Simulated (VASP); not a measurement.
# MgC (P6_3/mmc) in VASP: a series of runs, part 2 of 2

VASP 6.6.1. The steps go on from the part before.

### 3 Relaxation of cell and atoms, PBE

This run uses another cell than the first one, of 12.21 Å³/atom, 0.989 times its volume.

The input, INCAR:

```
PREC     = Accurate       # precision mode
ENCUT    = 600            # plane-wave cutoff, eV
EDIFF    = 1E-6           # SCF threshold, eV
ISMEAR   = 0              # smearing method
SIGMA    = 0.1            # smearing width, eV
LREAL    = False          # projectors in reciprocal space
LASPH    = True           # aspherical terms in the spheres
NELM     = 100            # most SCF steps
ALGO     = Normal         # electronic algorithm
ISIF     = 3              # what is computed and relaxed
LWAVE    = False          # write WAVECAR
LCHARG   = False          # write CHGCAR
GGA      = PE             # functional
IBRION   = 2              # ionic algorithm
NSW      = 90             # ionic steps
EDIFFG   = -0.04          # ionic threshold
```

The input, KPOINTS:

```
Automatic mesh
0
Gamma
  6 6 2
```

The input, POSCAR:

```
MgC
1.0
    3.2467629500      0.0000000000      0.0000000000
   -1.6233814800      2.8117792000      0.0000000000
    0.0000000000      0.0000000000     10.6986659300
Mg C
4 4
Direct
    0.0000000000      0.0000000000      0.0000000000
    0.3333333300      0.6666666700      0.2500000000
    0.0000000000      0.0000000000      0.5000000000
    0.6666666700      0.3333333300      0.7500000000
    0.6666666700      0.3333333300      0.1250000000
    0.6666666700      0.3333333300      0.3750000000
    0.3333333300      0.6666666700      0.6250000000
    0.3333333300      0.6666666700      0.8750000000
```

Potentials or basis: VASP PAW PBE potentials, release 64 (Mg, C).

Command:

```bash
cat potpaw_PBE.64/Mg/POTCAR potpaw_PBE.64/C/POTCAR > POTCAR
mpirun -np 1 vasp_std > vasp.out
```

OUTCAR:

```text
PREC = Accurate
   ENCUT = 600
   EDIFF = 1E-6
   ISMEAR = 0
   LREAL = False
   LASPH = True
   NELM = 100
   ISIF = 3
   GGA = PE
   IBRION = 2
   NSW = 90
   EDIFFG = -0.04

 ion  position               nearest neighbor table
   1  0.000  0.000  0.000-   5 2.30   8 2.30   5 2.30   8 2.30   5 2.30   8 2.30   2 3.27   4 3.27
                             2 3.27   4 3.27   4 3.27   2 3.27
   2  0.333  0.667  0.250-   5 2.30   6 2.30   5 2.30   6 2.30   5 2.30   6 2.30   1 3.27   3 3.27
                             1 3.27   3 3.27   1 3.27   3 3.27
   3  0.000  0.000  0.500-   6 2.30   7 2.30   6 2.30   7 2.30   6 2.30   7 2.30   2 3.27   4 3.27
                             2 3.27   4 3.27   4 3.27   2 3.27
   4  0.667  0.333  0.750-   7 2.30   8 2.30   7 2.30   8 2.30   7 2.30   8 2.30   1 3.27   3 3.27
                             1 3.27   3 3.27   1 3.27   3 3.27
   5  0.667  0.333  0.125-   2 2.30   1 2.30   2 2.30   1 2.30   1 2.30   2 2.30
   6  0.667  0.333  0.375-   2 2.30   3 2.30   2 2.30   3 2.30   3 2.30   2 2.30
   7  0.333  0.667  0.625-   4 2.30   3 2.30   4 2.30   3 2.30   3 2.30   4 2.30
   8  0.333  0.667  0.875-   4 2.30   1 2.30   4 2.30   1 2.30   1 2.30   4 2.30

  LATTYP: Found a hexagonal cell.
 ALAT       =     3.2467629500
 C/A-ratio  =     3.2951792585

  Lattice vectors:

 A1 = (   3.2467629500,   0.0000000000,   0.0000000000)
 A2 = (  -1.6233814800,   2.8117792000,   0.0000000000)
 A3 = (   0.0000000000,   0.0000000000,  10.6986659300)

Analysis of symmetry for initial positions (statically):
[... 35 lines left out ...]
                                     Primitive cell

  volume of cell :      97.6701

  direct lattice vectors                    reciprocal lattice vectors
     3.246762950  0.000000000  0.000000000     0.307999080  0.177823352  0.000000000
    -1.623381480  2.811779200  0.000000000     0.000000000  0.355646702  0.000000000
     0.000000000  0.000000000 10.698665930     0.000000000  0.000000000  0.093469598

  length of vectors
     3.246762950  3.246762957 10.698665930     0.355646703  0.355646702  0.093469598

  position of ions in fractional coordinates (direct lattice)
     0.000000000  0.000000000  0.000000000
     0.333333330  0.666666670  0.250000000
[... 119 lines left out ...]

 number of electron      24.0000001 magnetization

 Free energy of the ion-electron system (eV)
  ---------------------------------------------------
  ext. energy  EPLUGINS =         0.00000000
  ---------------------------------------------------
  free energy    TOTEN  =       -33.34033604 eV

  energy without entropy =      -33.32045161  energy(sigma->0) =      -33.33039383

------------------------ aborting loop because EDIFF is reached ----------------------------------------

  FORCE on cell =-STRESS in cart. coord.  units (eV):
  Direction    XX          YY          ZZ          XY          YZ          ZX
  --------------------------------------------------------------------------------------
  -------------------------------------------------------------------------------------
  Total        2.5325295      2.5325296     -6.9978448     -0.0000000      0.0000000      0.0000000
  in kB       41.5435572     41.5435574   -114.7924872     -0.0000001      0.0000000      0.0000000
  external PRESSURE =     -10.5684575 kB  Pullay stress =       0.0000000 kB
[... 107 lines left out ...]
  FREE ENERGIE OF THE ION-ELECTRON SYSTEM (eV)
  ---------------------------------------------------
  free  energy   TOTEN  =       -36.8241810835 eV

  energy  without entropy=      -36.8130933750  energy(sigma->0) =      -36.81863723

 E-fermi :   4.9148     XC(G=0):  -9.9688

 val. band max:        4.5445628541   @ k =   0.3333   0.1667   0.0000
 cond. band min:       4.9452843062   @ k =   0.3333   0.1667   0.5000
 fundamental gap:      0.4007214521
 Fermi energy:         4.9147731982

 k-point     1 :       0.0000    0.0000    0.0000
  band No.  band energies     occupation
      1     -10.7784      2.00000
      2     -10.6339      2.00000
      3      -4.5443      2.00000
      4      -2.7661      2.00000
      5      -1.6987      2.00000
      6       1.0360      2.00000
[... 257 lines left out ...]
      4      -2.3011      2.00000
      5      -1.3109      2.00000
      6      -1.3109      2.00000
[... 9 lines left out ...]
     16       8.5052      0.00000
     17       9.3148      0.00000

[... ionic steps 4 to 22 ...]

--------------------------------------- Ionic step       23  -------------------------------------------

 number of electron      24.0000001 magnetization

------------------------ aborting loop because EDIFF is reached ----------------------------------------
[... 79 lines left out ...]
--------------------------------------- Ionic step       25  -------------------------------------------

 number of electron      24.0000001 magnetization

 Free energy of the ion-electron system (eV)
  ---------------------------------------------------
  ext. energy  EPLUGINS =         0.00000000
  ---------------------------------------------------
  free energy    TOTEN  =       -39.78409944 eV

  energy without entropy =      -39.76689655  energy(sigma->0) =      -39.77549799

 E-fermi :   5.0075     XC(G=0): -10.0445

 val. band max:        4.6173589118   @ k =   0.3333   0.1667   0.0000
 cond. band min:       5.0380853483   @ k =   0.3333   0.1667   0.5000
 fundamental gap:      0.4207264365
 Fermi energy:         5.0075343123

 k-point     1 :       0.0000    0.0000    0.0000
  band No.  band energies     occupation
      1     -10.6815      2.00000
      2     -10.5208      2.00000
      3      -4.5142      2.00000
      4      -2.6450      2.00000
      5      -1.6075      2.00000
      6       1.1967      2.00000
[... 304 lines left out ...]
  FREE ENERGIE OF THE ION-ELECTRON SYSTEM (eV)
  ---------------------------------------------------
  free  energy   TOTEN  =       -39.7840994354 eV

  energy  without entropy=      -39.7668965525  energy(sigma->0) =      -39.77549799

 reached required accuracy - stopping structural energy minimisation
```

OSZICAR:

```text
N       E                     dE             d eps       ncg     rms          rms(c)
DAV:   1     0.772472677533E+02    0.77247E+02   -0.11160E+04   476   0.134E+03
DAV:   2    -0.283973289140E+02   -0.10564E+03   -0.10403E+03   713   0.196E+02
DAV:   3    -0.348122320217E+02   -0.64149E+01   -0.63077E+01   512   0.491E+01
[... 224 lines left out ...]
DAV:   1    -0.397842747566E+02   -0.10709E-02   -0.32220E-02   478   0.142E+00    0.857E-02
DAV:   2    -0.397841856828E+02    0.89074E-04   -0.72913E-04   645   0.182E-01    0.584E-02
DAV:   3    -0.397840990745E+02    0.86608E-04   -0.22587E-04   609   0.916E-02    0.483E-03
DAV:   4    -0.397840998040E+02   -0.72946E-06   -0.11004E-05   587   0.226E-02    0.249E-03
DAV:   5    -0.397840994354E+02    0.36852E-06   -0.38869E-07   356   0.401E-03
  25 F= -.39784099E+02 E0= -.39775498E+02  d E =-.575545E-03
```

CONTCAR:

```text
MgC
   1.00000000000000
     3.5441822182999667   -0.0000000004549662   -0.0000000000000000
    -1.7720911150020195    3.0693518434545721    0.0000000000000000
     0.0000000000000000   -0.0000000000000000    9.0438847656513168
  Mg              C
     4     4
Direct
     0.0000000000000000    0.0000000000000000    0.0000000000000000
     0.3333333300000021    0.6666666699999979    0.2500000000000000
     0.0000000000000000    0.0000000000000000    0.5000000000000000
     0.6666666699999979    0.3333333300000021    0.7500000000000000
     0.6666666699999979    0.3333333300000021    0.1711336065418577
     0.6666666699999979    0.3333333300000021    0.3288663934581424
     0.3333333300000021    0.6666666699999979    0.6711336065418575
     0.3333333300000021    0.6666666699999979    0.8288663934581425

  0.00000000E+00  0.00000000E+00  0.00000000E+00
  0.00000000E+00  0.00000000E+00  0.00000000E+00
  0.00000000E+00  0.00000000E+00  0.00000000E+00
  0.00000000E+00  0.00000000E+00  0.00000000E+00
  0.00000000E+00  0.00000000E+00  0.00000000E+00
  0.00000000E+00  0.00000000E+00  0.00000000E+00
  0.00000000E+00  0.00000000E+00  0.00000000E+00
  0.00000000E+00  0.00000000E+00  0.00000000E+00
```

Wall time 11 min (1 thread of Intel Xeon Platinum 8259CL at 2.50GHz (Skylake/Cascade Lake), shared host); peak memory 0.27 GiB.

Results:

```yaml
Free_energy: -39.7841 eV
Relaxed_volume: 12.30 Å³/atom
Relaxed_cell: a = 3.544 Å, b = 3.544 Å, c = 9.044 Å, α = 90.00°, β = 90.00°, γ = 120.00°
Space_group_after_relaxing_to_0.05_Å: P6_3/mmc (No. 194)
Energy_gained_by_relaxing: 805.5 meV/atom
Ionic_steps: 25
Pressure_after_relaxing: 0.2 GPa
Largest_force_after_relaxing: 0.016 eV/Å
Band_gap_on_the_k_mesh: zero (band 12 reaches 6.90 eV, above the bottom of band 13 at 3.67 eV)
```

Forces on the atoms (eV/Å):
```
Mg   0.000  0.000  0.000
Mg   0.000  0.000  0.000
Mg   0.000  0.000  0.000
Mg   0.000  0.000  0.000
C    0.000  0.000 -0.016
C    0.000  0.000  0.016
C    0.000  0.000 -0.016
C    0.000  0.000  0.016
```

Stress tensor (GPa, compression positive):
```
 0.24  0.00  0.00
 0.00  0.24  0.00
 0.00  0.00 -0.03
```

The path:
| step | energy change (eV) | largest force (eV/Å) | pressure (GPa) | volume (Å³) |
| --- | --- | --- | --- | --- |
| 1 | 0.0000 | 0.9662 | -1.06 | 97.67 |
| 2 | -0.5706 | 1.3081 | -0.52 | 96.43 |
| 3 | -3.4838 | 3.8136 | -0.16 | 91.41 |
| 4 | 20.9020 | 73.8332 | 142.41 | 75.01 |
| 5 | -2.1108 | 3.5283 | 1.47 | 90.75 |
| 6 | -3.6277 | 3.9995 | 4.79 | 86.59 |
| 7 | -2.9513 | 1.8008 | 22.89 | 81.28 |
| 8 | -3.8142 | 3.5484 | 7.91 | 84.95 |
| 9 | -3.7357 | 1.9578 | 13.70 | 83.11 |
| 10 | -3.8286 | 2.7518 | 11.12 | 83.82 |
| 11 | -3.9653 | 1.3413 | 12.89 | 84.22 |
| 12 | -3.9655 | 1.2530 | 13.03 | 84.24 |
| 13 | -4.1602 | 1.2071 | 11.54 | 85.22 |
| 14 | -4.6753 | 1.0580 | 7.61 | 88.18 |
| 15 | -5.4553 | 0.7189 | 1.58 | 94.21 |
| 16 | -5.9980 | 0.9080 | -4.77 | 106.73 |
| 17 | -6.2569 | 0.6967 | -6.72 | 105.95 |
| 18 | -6.2684 | 0.9817 | -7.01 | 105.74 |
| 19 | -6.4199 | 0.1982 | -1.49 | 101.04 |
| 20 | -6.4200 | 0.2252 | -1.37 | 100.94 |
| 21 | -6.4322 | 0.1200 | -1.00 | 100.16 |
| 22 | -6.4431 | 0.0820 | -0.19 | 98.61 |
| 23 | -6.4432 | 0.0974 | -0.13 | 98.49 |
| 24 | -6.4429 | 0.1616 | 0.50 | 98.25 |
| 25 | -6.4438 | 0.0160 | 0.15 | 98.38 |

Final structure:
```
Mg C
1.0
     3.54418    0.00000    0.00000
    -1.77209    3.06935    0.00000
     0.00000    0.00000    9.04388
Mg C
4 4
Direct
  0.00000 0.00000 0.00000
  0.33333 0.66667 0.25000
  0.00000 0.00000 0.50000
  0.66667 0.33333 0.75000
  0.66667 0.33333 0.17113
  0.66667 0.33333 0.32887
  0.33333 0.66667 0.67113
  0.33333 0.66667 0.82887
```

Caveat: the k points lie up to 0.35 Å⁻¹ apart in the final cell.
